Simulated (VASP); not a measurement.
# SiF (R-3m) in VASP: further runs

The runs below take SiF through single point, with r2SCAN, PBE.

Program: VASP 6.6.1. These are calculated values, not measurements. Logs are shortened: lines on timing, memory, paths and dates and some standing lists are left out, and cuts for length are marked.

## (1) The cell of the first run

It takes space group R-3m (No. 166, trigonal). Conventional cell: a = 2.627 Å, b = 2.627 Å, c = 11.723 Å, α = 90.00°, β = 90.00°, γ = 120.00°. Si (site symmetry -3m) has 6 F at 2.47 Å and 6 Si at 2.63 Å within 3.3 Å. Within 3.3 Å of F (site symmetry -3m) lie 6 Si at 2.47 Å and 6 F at 2.63 Å.

## (2) Single point, r2SCAN

POSCAR reads:

```
SiF
1.0
    1.3132888956      0.7582276974      3.9076271092
   -1.3132888956      0.7582276974      3.9076271092
    0.0000000000     -1.5164553948      3.9076271092
Si F
1 1
Direct
    0.5000000000      0.5000000000      0.5000000000
    0.0000000000      0.0000000000      0.0000000000
```

INCAR.step1 reads:

```
SYSTEM = SiF
PREC     = Accurate       ! precision mode
ENCUT    = 520            ! plane-wave cutoff, eV
ISMEAR   = -1             ! smearing method
SIGMA    = 0.05           ! smearing width, eV
LREAL    = .FALSE.        ! projectors in reciprocal space
LASPH    = .TRUE.         ! aspherical terms in the spheres
NELM     = 60             ! most SCF steps
NBANDS   = 12             ! bands
GGA      = PE             ! functional
ALGO     = Normal         ! electronic algorithm
EDIFF    = 1E-4           ! SCF threshold, eV
LWAVE    = .TRUE.         ! write WAVECAR
LCHARG   = .FALSE.        ! write CHGCAR
```

INCAR.step2 reads:

```
SYSTEM = SiF
PREC     = Accurate       ! precision mode
ENCUT    = 520            ! plane-wave cutoff, eV
EDIFF    = 1E-7           ! SCF threshold, eV
ISMEAR   = -1             ! smearing method
SIGMA    = 0.05           ! smearing width, eV
LREAL    = .FALSE.        ! projectors in reciprocal space
LASPH    = .TRUE.         ! aspherical terms in the spheres
NELM     = 60             ! most SCF steps
ALGO     = Normal         ! electronic algorithm
ISIF     = 2              ! what is computed and relaxed
LWAVE    = .FALSE.        ! write WAVECAR
LCHARG   = .FALSE.        ! write CHGCAR
METAGGA  = R2SCAN         ! meta-GGA
LMIXTAU  = .TRUE.       
NBANDS   = 12             ! bands
ISTART   = 1
```

KPOINTS reads:

```
Automatic mesh
0
G
  12 12 12
  0 0 0
```

Potentials or basis: VASP PAW PBE potentials, release 64 (Si, F).

Command:

```sh
$ cat potpaw_PBE.64/Si/POTCAR potpaw_PBE.64/F/POTCAR > POTCAR
$ cp INCAR.step1 INCAR
$ mpirun -np 1 vasp_std > vasp.out
$ cp INCAR.step2 INCAR
$ mpirun -np 1 vasp_std > vasp.out
```

OUTCAR:

```text
SYSTEM = SiF
   PREC = Accurate
   ENCUT = 520
   EDIFF = 1E-7
   ISMEAR = -1
   LREAL = .FALSE.
   LASPH = .TRUE.
   NELM = 60
   ISIF = 2
   METAGGA = R2SCAN
   ISTART = 1

 ion  position               nearest neighbor table
   1  0.500  0.500  0.500-   2 2.47   2 2.47   2 2.47   2 2.47   2 2.47   2 2.47
   2  0.000  0.000  0.000-   1 2.47   1 2.47   1 2.47   1 2.47   1 2.47   1 2.47

  LATTYP: Found a trigonal (rhomboedric) cell.
 ALAT       =     4.1915613546
 COS(alpha) =     0.8036644765

  Lattice vectors:

 A1 = (   1.3132888956,   0.7582276974,   3.9076271092)
 A2 = (  -1.3132888956,   0.7582276974,   3.9076271092)
 A3 = (   0.0000000000,  -1.5164553948,   3.9076271092)

Analysis of symmetry for initial positions (statically):
=====================================================================
 Subroutine PRICEL returns:
 Original cell was already a primitive cell.

 Routine SETGRP: Setting up the symmetry group for a
 trigonal (rhombohedral) supercell.

 Subroutine GETGRP returns: Found 12 space group operations
 (whereof 12 operations were pure point group operations)
 out of a pool of 12 trial point group operations.

The static configuration has the point symmetry D_3d.

Analysis of symmetry for dynamics (positions and initial velocities):
=====================================================================
 Subroutine PRICEL returns:
 Original cell was already a primitive cell.

 Routine SETGRP: Setting up the symmetry group for a
 trigonal (rhombohedral) supercell.

 Subroutine GETGRP returns: Found 12 space group operations
 (whereof 12 operations were pure point group operations)
 out of a pool of 12 trial point group operations.

The dynamic configuration has the point symmetry D_3d.

 Subroutine INISYM returns: Found 12 space group operations
 (whereof 12 operations are pure point group operations),
 and found     1 'primitive' translations

----------------------------------------------------------------------------------------

                                     Primitive cell

  volume of cell :      23.3466

  direct lattice vectors                    reciprocal lattice vectors
     1.313288896  0.758227697  3.907627109     0.380723542  0.219810839  0.085303261
    -1.313288896  0.758227697  3.907627109    -0.380723542  0.219810839  0.085303261
     0.000000000 -1.516455395  3.907627109     0.000000000 -0.439621679  0.085303261

  length of vectors
     4.191561355  4.191561355  4.191561355     0.447821244  0.447821244  0.447821244

  position of ions in fractional coordinates (direct lattice)
     0.500000000  0.500000000  0.500000000
     0.000000000  0.000000000  0.000000000

  ion indices of the primitive-cell ions
   primitive index   ion index
                 1           1
                 2           2

----------------------------------------------------------------------------------------

 KPOINTS: Automatic mesh

Automatic generation of k-mesh.
 Grid dimensions read from file:
 generate k-points for:   12   12   12

 Generating k-lattice:

  Cartesian coordinates                     Fractional coordinates (reciprocal lattice)
     0.031726962  0.018317570  0.007108605     0.083333333 -0.000000000  0.000000000
    -0.031726962  0.018317570  0.007108605    -0.000000000  0.083333333  0.000000000
     0.000000000 -0.036635140  0.007108605     0.000000000  0.000000000  0.083333333

  Length of vectors
     0.037318437  0.037318437  0.037318437

  Shift w.r.t. Gamma in fractional coordinates (k-lattice)
     0.000000000  0.000000000  0.000000000

 Subroutine IBZKPT returns following result:
 ===========================================

 Found    189 irreducible k-points:

 Following reciprocal coordinates:
            Coordinates               Weight
  0.000000  0.000000  0.000000      1.000000
  0.083333  0.000000 -0.000000      6.000000
  0.166667  0.000000 -0.000000      6.000000
  0.250000  0.000000  0.000000      6.000000
  0.333333 -0.000000  0.000000      6.000000
  0.416667  0.000000  0.000000      6.000000
[... 16 lines left out ...]
  0.500000  0.166667  0.000000     12.000000
 -0.416667  0.166667 -0.000000     12.000000
 [... further k-points ...]
   k-points           NKPTS =    189   k-points in BZ     NKDIM =    189   number of bands    NBANDS=     12
   number of dos      NEDOS =    301   number of ions     NIONS =      2
   total plane-waves  NPLWV =  32768
   dimension x,y,z NGX =    32 NGY =   32 NGZ =   32
   dimension x,y,z NGXF=    64 NGYF=   64 NGZF=   64
   ions per type =               1   1
   NGX,Y,Z   is equivalent  to a cutoff of  12.69, 12.69, 12.69 a.u.
   NGXF,Y,Z  is equivalent  to a cutoff of  25.38, 25.38, 25.38 a.u.
 SYSTEM =  SiF
   PREC   = accura    normal or accurate (medium, high low for compatibility)
   ISTART =      1    job   : 0-new  1-cont  2-samecut
   ICHARG =      0    charge: 1-file 2-atom 10-const
   ISPIN  =      1    spin polarized calculation?
   LNONCOLLINEAR =      F non collinear calculations
   LSORBIT =      F    spin-orbit coupling
   LASPH  =      T    aspherical Exc in radial PAW
   ENCUT  =  520.0 eV  38.22 Ry    6.18 a.u.   7.79  7.79  7.79*2*pi/ulx,y,z
   NELM   =     60;   NELMIN=  2; NELMDL=  0     # of ELM steps
   EDIFF  = 0.1E-06   stopping-criterion for ELM
   LREAL  =      F    real-space projection
   EDIFFG = 0.1E-05   stopping-criterion for IOM
   NSW    =      0    number of steps for IOM
   IBRION =     -1    ionic relax: 0-MD 1-quasi-New 2-CG
   NFREE  =      0    steps in history (QN), initial steepest desc. (CG)
   ISIF   =      2    stress and relaxation
   ISYM   =      2    0-nonsym 1-usesym 2-fastsym
   POTIM  = 0.5000    time-step for ionic-motion
   TEBEG  =    0.0;   TEEND  =   0.0 temperature during run
   PSTRESS=    0.0 pullay stress
   NELECT =      11.0000    total number of electrons
   NUPDOWN=      -1.0000    fix difference up-down
   EMIN   =  10.00;   EMAX   =-10.00  energy-range for DOS
   EFERMI =   0.00;   METHOD = LEGACY
   ISMEAR =    -1;   SIGMA  =   0.05  broadening in eV -4-tet -1-fermi 0-gaus
   EFERMI_NEDOS =   21; number of points for ismear=-14 and -15
   IALGO  =     38    algorithm
   IMIX   =      4    mixing-type and parameters
     AMIX     =   0.40;   BMIX     =  1.00
     AMIX_MAG =   1.60;   BMIX_MAG =  1.00
  volume/ion in A,a.u.               =      11.67        78.78
  Fermi-wavevector in a.u.,A,eV,Ry     =   1.273887  2.407298 22.079378  1.622789
  Thomas-Fermi vector in A             =   2.406686
   LORBIT       =      0    0 simple, 1 ext, 2 COOP (PROOUT), +10 PAW based schemes
   METAGGA = R2SCAN    functional components
   LHFCALC =     F    Hartree Fock is set to
   AEXX    =    0.0000 exact exchange contribution
   IVDW    =     0    specifies the selected vdW correction
   LEPSILON=     F    determine dielectric tensor
   LRPA    =     F    only Hartree local field effects (RPA)
 non-spin polarized calculation
  energy-cutoff  :      520.00
  volume of cell :       23.35
 maximum number of plane-waves:       645
   NGX = 15   NGY = 15   NGZ = 15

 number of electron      10.9999995 magnetization

 Free energy of the ion-electron system (eV)
  ---------------------------------------------------
  ext. energy  EPLUGINS =         0.00000000
  ---------------------------------------------------
  free energy    TOTEN  =       -13.36698443 eV

  energy without entropy =      -13.36372241  energy(sigma->0) =      -13.36535342

 E-fermi :   7.0877     XC(G=0): -11.4871

 val. band max:        7.0772708715   @ k =  -0.4167   0.2500   0.0000
 cond. band min:       7.0958383286   @ k =  -0.2500  -0.2500   0.0833
 fundamental gap:      0.0185674571
 Fermi energy:         7.0876974135

 k-point     1 :       0.0000    0.0000    0.0000
  band No.  band energies     occupation
      1     -18.6187      2.00000
      2      -4.7422      2.00000
      3      -0.8681      2.00000
      4       3.3172      2.00000
      5       3.3172      2.00000
      6      10.4986      0.00000
      7      15.4893      0.00000
      8      19.5192      0.00000
      9      19.5192      0.00000
     10      20.8016      0.00000
     11      20.8016      0.00000
     12      26.7564      0.00000

 k-point     2 :       0.0833    0.0000   -0.0000
  band No.  band energies     occupation
      1     -18.5641      2.00000
      2      -4.5951      2.00000
      3      -0.7313      2.00000
      4       3.0991      2.00000
      5       3.2725      2.00000
      6      10.4493      0.00000
      7      15.5340      0.00000
      8      17.6249      0.00000
      9      18.1640      0.00000
     10      21.1176      0.00000
     11      22.4810      0.00000
     12      25.2630      0.00000

 k-point     3 :       0.1667    0.0000   -0.0000
  band No.  band energies     occupation
      1     -18.4131      2.00000
      2      -4.1586      2.00000
      3      -0.3496      2.00000
      4       2.5482      2.00000
      5       3.1521      2.00000
      6      10.2913      0.00000
      7      13.8080      0.00000
      8      16.6464      0.00000
      9      16.8164      0.00000
     10      20.7454      0.00000
     11      22.9763      0.00000
     12      24.9327      0.00000
[... 286 lines left out ...]
 k-point    23 :       0.5000    0.1667    0.0000
  band No.  band energies     occupation
      1     -17.7478      2.00000
      2      -1.3916      2.00000
      3       0.4521      2.00000
      4       1.8756      2.00000
      5       2.8402      2.00000
      6       6.1859      2.00000
      7       9.3548      0.00000
      8      10.9719      0.00000
      9      17.6749      0.00000
     10      20.5408      0.00000
     11      21.5946      0.00000
     12      24.8144      0.00000

 k-point    24 :      -0.4167    0.1667   -0.0000
  band No.  band energies     occupation
      1     -17.6967      2.00000
      2      -0.9483      2.00000
      3       0.6398      2.00000
      4       1.7376      2.00000
      5       3.0140      2.00000
      6       4.9574      2.00000
      7       9.2764      0.00000
      8      11.1179      0.00000
      9      17.2943      0.00000
     10      20.3239      0.00000
     11      21.5759      0.00000
     12      25.2342      0.00000

 [... further k-points ...]
[... 5 lines left out ...]
  --------------------------------------------------------------------------------------
  -------------------------------------------------------------------------------------
  Total       -0.0349545     -0.0349545     -0.0472368      0.0000000      0.0000000      0.0000000
  in kB       -2.3987711     -2.3987711     -3.2416559      0.0000000      0.0000000      0.0000000
  external PRESSURE =      -2.6797327 kB  Pullay stress =       0.0000000 kB

 VOLUME and BASIS-vectors are now :
 -----------------------------------------------------------------------------
  energy-cutoff  :      520.00
  volume of cell :       23.35
      direct lattice vectors                 reciprocal lattice vectors
     1.313288896  0.758227697  3.907627109     0.380723542  0.219810839  0.085303261
    -1.313288896  0.758227697  3.907627109    -0.380723542  0.219810839  0.085303261
     0.000000000 -1.516455395  3.907627109     0.000000000 -0.439621679  0.085303261

 POSITION                                       TOTAL-FORCE (eV/Angst)
 -----------------------------------------------------------------------------------
      0.00000      0.00000      5.86144        -0.000000      0.000000     -0.000000
      0.00000      0.00000      0.00000         0.000000     -0.000000      0.000000
 -----------------------------------------------------------------------------------
    total drift:                               -0.000000     -0.000000     -0.000000

  FREE ENERGIE OF THE ION-ELECTRON SYSTEM (eV)
  ---------------------------------------------------
  free  energy   TOTEN  =       -13.3669844343 eV

  energy  without entropy=      -13.3637224062  energy(sigma->0) =      -13.36535342
```

Run time: 7.7 min. Hardware: 1 thread of AMD EPYC 9R45 (Zen 5), shared host; peak memory 0.17 GiB.

What came out:

| Item | Value |
| --- | --- |
| Free energy | -13.3670 eV |
| Pressure | -0.3 GPa |

Stress tensor (GPa, compression positive):
```
-0.24  0.00  0.00
 0.00 -0.24  0.00
 0.00  0.00 -0.32
```

Caveat: the PAW data sets were made with another functional, which shifts forces and pressure a little; an odd number of electrons without spin polarisation forces a metal; a magnetic or distorted state may lie lower.

## (3) Single point, PBE

This run uses another cell than the first one, of 11.61 Å³/atom, 0.995 times its volume.

INCAR reads:

```
SYSTEM = SiF
  PREC = Accurate
  ENCUT = 520
  EDIFF = 1E-6
  ISMEAR = -1
  SIGMA = 0.05
  LREAL = .FALSE.
  LASPH = .TRUE.
  NELM = 100
  ALGO = Normal
  ISIF = 2
  LWAVE = .FALSE.
  LCHARG = .TRUE.
  GGA = PE
  LELF = .TRUE.
  LVHAR = .TRUE.
  NBANDS = 12
```

KPOINTS reads:

```
Automatic mesh
0
G
  10 10 10
  0 0 0
```

POSCAR reads:

```
SiF
1.0
    1.3386000000      0.7728400000      3.7423776000
   -1.3386000000      0.7728400000      3.7423776000
    0.0000000000     -1.5456800000      3.7423776000
Si F
1 1
Direct
    0.5000000000      0.5000000000      0.5000000000
    0.0000000000      0.0000000000      0.0000000000
```

Potentials or basis: VASP PAW PBE potentials, release 64 (Si, F).

Command:

```sh
$ cat potpaw_PBE.64/Si/POTCAR potpaw_PBE.64/F/POTCAR > POTCAR
$ mpirun -np 1 vasp_std > vasp.out
```

It took 65 s on 1 thread of Intel Xeon 8259CL, shared host; peak memory 0.18 GiB.

The run converged. Its results:

- Free energy: -8.7374 eV
- Pressure: 5.9 GPa

Stress tensor (GPa, compression positive):
```
 0.77  0.00  0.00
 0.00  0.77  0.00
 0.00  0.00 16.22
```

Levels at points of the mesh, in eV from the Fermi level:
```tsv
k point	band 1	band 2	band 3	band 4	band 5	band 6	band 7	band 8	band 9	band 10
(0.00, 0.00, 0.00)	-24.51	-10.50	-7.62	-3.91	-3.91	3.81	7.61	11.22	11.22	12.87
(0.50, 0.00, 0.00)	-23.69	-8.50	-6.21	-4.50	-4.31	-1.71	3.10	6.21	8.61	10.59
(0.50, 0.50, 0.00)	-23.67	-8.00	-7.06	-4.81	-4.59	-1.19	5.65	6.54	6.90	8.72
(0.50, 0.50, 0.50)	-24.39	-12.52	-3.93	-3.93	-3.07	-0.52	10.71	10.71	12.46	13.44
```

Caveat: an odd number of electrons without spin polarisation forces a metal; a magnetic or distorted state may lie lower.
